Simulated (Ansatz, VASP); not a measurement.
**BPd4 in VASP and in Ansatz**

```
B Pd
1.0
    -2.68809    2.68809    2.68809
     2.68809   -2.68809    2.68809
     2.68809    2.68809   -2.68809
B Pd
1 4
Direct
  0.00000 0.00000 0.00000
  0.43174 0.43174 0.43174
  0.56826 0.00000 0.00000
  0.00000 0.00000 0.56826
  0.00000 0.56826 0.00000
```

Change from the starting cell: species swapped into the GeF4 type (I-43m, No. 217).

Alike in both runs: functional PBE; k mesh 4 × 4 × 4; occupations gaussian, width 0.1 eV; no spin polarisation.

Ansatz relaxed the structure, and its values are those at the end. VASP's run is a single point on that final structure, the one shown.

|  | VASP | Ansatz |
| --- | --- | --- |
| version | VASP 6.6.1 | Ansatz 0.2.0 |
| potentials or method | VASP PAW PBE potentials, release 64 (B, Pd_sv_GW), cutoff 540 eV | scalar-relativistic, plane waves, PAW |
| valence electrons in the cell | 75 | 75 |

|  | VASP | Ansatz | Ansatz less VASP |
| --- | --- | --- | --- |
| gap on the k mesh at the Fermi level (eV) | none | none | - |
| pressure (GPa) | -2.0 | 0.1 | +2.16 |
| rms of the force components (eV/Å) | 0.020 | 0.016 | -0.0042 |

A gap of «none» marks a metal or a gap that the smearing closes.

The k mesh is coarse, so the values compare programs but aren't converged.
